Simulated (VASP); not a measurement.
# Rh in VASP: a series of runs

Rh is run at these levels: PBE; tasks: single point.

All numbers are computed with VASP 6.6.1; they aren't measurements. Logs are shortened: lines on timing, memory, paths and dates and some standing lists are left out, and cuts for length are marked.

### Step 1. The cell of the first run

The structure is orthorhombic, space group Immm (No. 71). The conventional cell has a = 2.621 Å, b = 2.783 Å, c = 3.936 Å, α = 90.00°, β = 90.00°, γ = 90.00°. Rh (site symmetry mmm) has 12 Rh at 2.62 to 2.78 Å within 3.5 Å.

### Step 2. Single point, PBE

INCAR reads:

```
SYSTEM = Rh
PREC = Accurate
ENCUT = 520
EDIFF = 1E-6
ISMEAR = 0
SIGMA = 0.1
LREAL = .False.
LASPH = .True.
NELM = 80
ALGO = Fast
ISIF = 2
LWAVE = .False.
LCHARG = .False.
GGA = PE
NBANDS = 22
ISYM = 0
```

KPOINTS reads:

```
regular mesh
0
Gamma
  9 6 26
  0 0 0
```

POSCAR reads:

```
Rh
1.0
    3.9364226089      0.0000000000      0.0000000000
    0.0000000000      5.5669422407      0.0000000000
   -1.9682113044      1.3917355602      1.3102517729
Rh
2
Direct
    0.0000000000      0.5000000000      0.0000000000
    0.0000000000      0.0000000000      0.0000000000
```

Potentials or basis: VASP PAW PBE potentials, release 64 (Rh_pv).

Launch:

```sh
> cat potpaw_PBE.64/Rh_pv/POTCAR > POTCAR
> mpirun -np 1 vasp_std > vasp.out
```

OUTCAR:

```text
SYSTEM = Rh
   PREC = Accurate
   ENCUT = 520
   EDIFF = 1E-6
   ISMEAR = 0
   LREAL = .False.
   LASPH = .True.
   NELM = 80
   ISIF = 2
   GGA = PE
   ISYM = 0

 ion  position               nearest neighbor table
   1  0.000  0.500  0.000-   2 2.74   2 2.74   2 2.74   2 2.74   2 2.78   2 2.78
   2  0.000  0.000  0.000-   1 2.74   1 2.74   1 2.74   1 2.74   1 2.78   1 2.78

IMPORTANT INFORMATION: All symmetrisations will be switched off!
NOSYMM: (Re-)initialisation of all symmetry stuff for point group C_1.

----------------------------------------------------------------------------------------

                                     Primitive cell

  volume of cell :      28.7126

  direct lattice vectors                    reciprocal lattice vectors
     3.936422609  0.000000000  0.000000000     0.254037765  0.000000000  0.381606047
     0.000000000  5.566942241  0.000000000     0.000000000  0.179631826 -0.190803024
    -1.968211304  1.391735560  1.310251773     0.000000000  0.000000000  0.763212095

  length of vectors
     3.936422609  5.566942241  2.743636878     0.458430323  0.262056076  0.763212095

  position of ions in fractional coordinates (direct lattice)
     0.000000000  0.500000000  0.000000000
     0.000000000  0.000000000  0.000000000

  ion indices of the primitive-cell ions
   primitive index   ion index
                 1           1
                 2           2

----------------------------------------------------------------------------------------

 KPOINTS: regular mesh

Automatic generation of k-mesh.
 Grid dimensions read from file:
 generate k-points for:    9    6   26

 Generating k-lattice:

  Cartesian coordinates                     Fractional coordinates (reciprocal lattice)
     0.028226418  0.000000000  0.042400672     0.111111111  0.000000000 -0.000000000
     0.000000000  0.029938638 -0.031800504     0.000000000  0.166666667  0.000000000
     0.000000000  0.000000000  0.029354311     0.000000000  0.000000000  0.038461538

  Length of vectors
     0.050936703  0.043676013  0.029354311

  Shift w.r.t. Gamma in fractional coordinates (k-lattice)
     0.000000000  0.000000000  0.000000000

 -----------------------------------------------------------------------------
|                                                                             |
|           W    W    AA    RRRRR   N    N  II  N    N   GGGG   !!!           |
|           W    W   A  A   R    R  NN   N  II  NN   N  G    G  !!!           |
|           W    W  A    A  R    R  N N  N  II  N N  N  G       !!!           |
|           W WW W  AAAAAA  RRRRR   N  N N  II  N  N N  G  GGG   !            |
|           WW  WW  A    A  R   R   N   NN  II  N   NN  G    G                |
|           W    W  A    A  R    R  N    N  II  N    N   GGGG   !!!           |
|                                                                             |
|     Your reciprocal lattice and k-lattice belong to different lattice       |
|     classes:                                                                |
|                                                                             |
|        The reciprocal lattice is base-centered monoclinic,                  |
|        whereas your k-lattice is triclinic.                                 |
|                                                                             |
|     Results are often still useful ...                                      |
|                                                                             |
 -----------------------------------------------------------------------------

 WARNING: IBZKPT: internal override: KBLOWUP is changed to .FALSE.
      ... skipping the blow-up phase ...

 Subroutine IBZKPT returns following result:
 ===========================================

 Found    704 irreducible k-points:

 Following reciprocal coordinates:
            Coordinates               Weight
  0.000000  0.000000  0.000000      1.000000
  0.111111  0.000000  0.000000      2.000000
  0.222222  0.000000  0.000000      2.000000
  0.333333  0.000000  0.000000      2.000000
  0.444444  0.000000  0.000000      2.000000
  0.000000  0.166667  0.000000      2.000000
[... 16 lines left out ...]
 -0.111111  0.333333 -0.000000      2.000000
  0.000000  0.500000  0.000000      1.000000
 [... further k-points ...]
   k-points           NKPTS =    704   k-points in BZ     NKDIM =    704   number of bands    NBANDS=     22
   number of dos      NEDOS =    301   number of ions     NIONS =      2
   total plane-waves  NPLWV =  25200
   dimension x,y,z NGX =    30 NGY =   42 NGZ =   20
   dimension x,y,z NGXF=    60 NGYF=   84 NGZF=   40
   ions per type =               2
   NGX,Y,Z   is equivalent  to a cutoff of  12.67, 12.54, 12.12 a.u.
   NGXF,Y,Z  is equivalent  to a cutoff of  25.34, 25.08, 24.24 a.u.
 SYSTEM =  Rh
   PREC   = accura    normal or accurate (medium, high low for compatibility)
   ISTART =      0    job   : 0-new  1-cont  2-samecut
   ICHARG =      2    charge: 1-file 2-atom 10-const
   ISPIN  =      1    spin polarized calculation?
   LNONCOLLINEAR =      F non collinear calculations
   LSORBIT =      F    spin-orbit coupling
   LASPH  =      T    aspherical Exc in radial PAW
   ENCUT  =  520.0 eV  38.22 Ry    6.18 a.u.   7.32 10.35  5.10*2*pi/ulx,y,z
   NELM   =     80;   NELMIN=  2; NELMDL= -5     # of ELM steps
   EDIFF  = 0.1E-05   stopping-criterion for ELM
   LREAL  =      F    real-space projection
   EDIFFG = 0.1E-04   stopping-criterion for IOM
   NSW    =      0    number of steps for IOM
   IBRION =     -1    ionic relax: 0-MD 1-quasi-New 2-CG
   NFREE  =      0    steps in history (QN), initial steepest desc. (CG)
   ISIF   =      2    stress and relaxation
   ISYM   =      0    0-nonsym 1-usesym 2-fastsym
   POTIM  = 0.5000    time-step for ionic-motion
   TEBEG  =    0.0;   TEEND  =   0.0 temperature during run
   PSTRESS=    0.0 pullay stress
   NELECT =      30.0000    total number of electrons
   NUPDOWN=      -1.0000    fix difference up-down
   EMIN   =  10.00;   EMAX   =-10.00  energy-range for DOS
   EFERMI =   0.00;   METHOD = LEGACY
   ISMEAR =     0;   SIGMA  =   0.10  broadening in eV -4-tet -1-fermi 0-gaus
   EFERMI_NEDOS =   21; number of points for ismear=-14 and -15
   IALGO  =     68    algorithm
   IMIX   =      4    mixing-type and parameters
     AMIX     =   0.40;   BMIX     =  1.00
     AMIX_MAG =   1.60;   BMIX_MAG =  1.00
  volume/ion in A,a.u.               =      14.36        96.88
  Fermi-wavevector in a.u.,A,eV,Ry     =   1.661209  3.139229 37.546831  2.759614
  Thomas-Fermi vector in A             =   2.748312
   LORBIT       =      0    0 simple, 1 ext, 2 COOP (PROOUT), +10 PAW based schemes
   GGA     = PE    functional components
   LHFCALC =     F    Hartree Fock is set to
   AEXX    =    0.0000 exact exchange contribution
   IVDW    =     0    specifies the selected vdW correction
   LEPSILON=     F    determine dielectric tensor
   LRPA    =     F    only Hartree local field effects (RPA)
 non-spin polarized calculation
 RMM-DIIS sequential band-by-band and
 Gauss-broadening in eV      SIGMA  =   0.10
  energy-cutoff  :      520.00
  volume of cell :       28.71
 maximum number of plane-waves:       793
 NGX is ok and might be reduce to    30
   NGX = 15   NGY = 21   NGZ = 11

 number of electron      29.9999999 magnetization

 Free energy of the ion-electron system (eV)
  ---------------------------------------------------
  ext. energy  EPLUGINS =         0.00000000
  ---------------------------------------------------
  free energy    TOTEN  =       -14.44146940 eV

  energy without entropy =      -14.42790718  energy(sigma->0) =      -14.43468829

 E-fermi :  11.1192     XC(G=0): -13.7512

 val. band max:       11.1189883946   @ k =   0.1111  -0.1667   0.4615
 cond. band min:      11.1206298645   @ k =   0.4444   0.3333   0.4231
 fundamental gap:      0.0016414699
 Fermi energy:        11.1191915202

 k-point     1 :       0.0000    0.0000    0.0000
  band No.  band energies     occupation
      1     -35.8069      2.00000
      2     -35.4204      2.00000
      3     -35.4022      2.00000
      4     -35.1881      2.00000
      5     -35.1799      2.00000
      6     -35.1552      2.00000
[... 14 lines left out ...]
     21      24.1980      0.00000
     22      27.1031      0.00000

 k-point     2 :       0.1111    0.0000    0.0000
  band No.  band energies     occupation
      1     -35.7515      2.00000
      2     -35.4453      2.00000
      3     -35.3909      2.00000
      4     -35.2505      2.00000
      5     -35.1931      2.00000
      6     -35.1881      2.00000
[... 14 lines left out ...]
     21      25.0962      0.00000
     22      27.7901      0.00000

 k-point     3 :       0.2222    0.0000    0.0000
  band No.  band energies     occupation
      1     -35.6519      2.00000
      2     -35.4813      2.00000
      3     -35.4609      2.00000
      4     -35.3459      2.00000
      5     -35.2330      2.00000
      6     -35.2088      2.00000
[... 14 lines left out ...]
     21      27.2679      0.00000
     22      27.4520      0.00000

 k-point     4 :       0.3333    0.0000    0.0000
  band No.  band energies     occupation
      1     -35.6973      2.00000
      2     -35.6965      2.00000
      3     -35.3611      2.00000
      4     -35.2928      2.00000
      5     -35.2756      2.00000
      6     -35.2323      2.00000
[... 14 lines left out ...]
     21      27.6657      0.00000
     22      27.8336      0.00000

 k-point     5 :       0.4444    0.0000    0.0000
  band No.  band energies     occupation
      1     -35.8488      2.00000
      2     -35.7572      2.00000
      3     -35.3031      2.00000
      4     -35.2625      2.00000
      5     -35.2475      2.00000
      6     -35.2439      2.00000
[... 417 lines left out ...]
 k-point    22 :      -0.2222    0.3333   -0.0000
  band No.  band energies     occupation
      1     -35.7166      2.00000
      2     -35.5515      2.00000
      3     -35.3201      2.00000
      4     -35.2847      2.00000
      5     -35.2612      2.00000
      6     -35.2516      2.00000
[... 14 lines left out ...]
     21      28.2631      0.00000
     22      28.6033      0.00000

 k-point    23 :      -0.1111    0.3333   -0.0000
  band No.  band energies     occupation
      1     -35.5319      2.00000
      2     -35.5221      2.00000
      3     -35.3417      2.00000
      4     -35.3059      2.00000
      5     -35.2824      2.00000
      6     -35.2532      2.00000
[... 14 lines left out ...]
     21      28.8887      0.00000
     22      29.3397      0.00000

 k-point    24 :       0.0000    0.5000    0.0000
  band No.  band energies     occupation
      1     -35.4944      2.00000
      2     -35.4944      2.00000
      3     -35.2989      2.00000
      4     -35.2988      2.00000
      5     -35.2956      2.00000
      6     -35.2956      2.00000
[... 14 lines left out ...]
     21      29.3216      0.00000
     22      29.3227      0.00000

 [... further k-points ...]

------------------------ aborting loop because EDIFF is reached ----------------------------------------

  FORCE on cell =-STRESS in cart. coord.  units (eV):
  Direction    XX          YY          ZZ          XY          YZ          ZX
  --------------------------------------------------------------------------------------
  -------------------------------------------------------------------------------------
  Total       -1.7517552     -2.2807499      1.7876838      0.0048554     -0.0153271     -0.0093174
  in kB      -97.7486585   -127.2667826     99.7534893      0.2709339     -0.8552608     -0.5199168
  external PRESSURE =     -41.7539839 kB  Pullay stress =       0.0000000 kB

 VOLUME and BASIS-vectors are now :
 -----------------------------------------------------------------------------
  energy-cutoff  :      520.00
  volume of cell :       28.71
      direct lattice vectors                 reciprocal lattice vectors
     3.936422609  0.000000000  0.000000000     0.254037765  0.000000000  0.381606047
     0.000000000  5.566942241  0.000000000     0.000000000  0.179631826 -0.190803024
    -1.968211304  1.391735560  1.310251773     0.000000000  0.000000000  0.763212095

 POSITION                                       TOTAL-FORCE (eV/Angst)
 -----------------------------------------------------------------------------------
      0.00000      2.78347      0.00000         0.000000     -0.000000     -0.000001
      0.00000      0.00000      0.00000        -0.000000      0.000000      0.000001
 -----------------------------------------------------------------------------------
    total drift:                                0.000002     -0.000002      0.000000

  FREE ENERGIE OF THE ION-ELECTRON SYSTEM (eV)
  ---------------------------------------------------
  free  energy   TOTEN  =       -14.4414693972 eV

  energy  without entropy=      -14.4279071843  energy(sigma->0) =      -14.43468829
```

It took 5 min on 1 thread of Intel Xeon 6975P-C (Granite Rapids), shared host; peak memory 0.44 GiB.

What came out:

- Free energy: -14.4415 eV
- Pressure: -4.2 GPa
- Band gap on the k mesh: zero (band 15 reaches 12.03 eV, above the bottom of band 16 at 9.75 eV)

(Continued in part 2 of 2.)
